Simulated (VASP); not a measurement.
Input of a VASP 6.6.1 run:

The input INCAR:

```
ALGO = Normal ; EDIFF = 1E-8
ENCUT = 520 ; ISIF = 2
ISMEAR = -1 ; LASPH = True
LCHARG = False ; LEFG = True
LREAL = False ; LWAVE = False
NBANDS = 11 ; NELM = 100
PREC = Accurate ; SIGMA = 0.01
```

Contents of KPOINTS:

```
k-points
0
Gamma
  8 8 8
```

Contents of POSCAR:

```
MgS
1.0
    0.0000000000      2.6016500000      2.6276665000
    2.6016500000      0.0000000000      2.6276665000
    2.6016500000      2.6016500000      0.0000000000
Mg S
1 1
Direct
    0.0000000000      0.0000000000      0.0000000000
    0.5000000000      0.5000000000      0.5000000000
```

Potentials or basis: VASP PAW LDA potentials, release 64 (Mg, S).

Command:

```sh
$ cat potpaw_LDA.64/Mg/POTCAR potpaw_LDA.64/S/POTCAR > POTCAR
$ mpirun -np 1 vasp_std > vasp.out
```

What does it give for the pressure?

-4.5 GPa.

Predict the band gap on the k mesh.

2.49 eV, indirect (least direct gap 3.39 eV).

Stress tensor (GPa, compression positive):
```
-4.20  0.00  0.00
 0.00 -4.20  0.00
 0.00  0.00 -5.08
```

Caveat: the cell differs from its parent crystal (zz strain of +1 %); without QUAD_EFG the Cq values of the log hold for a quadrupole moment of 1 mb, not for the nuclei. A k mesh can miss the band edges.
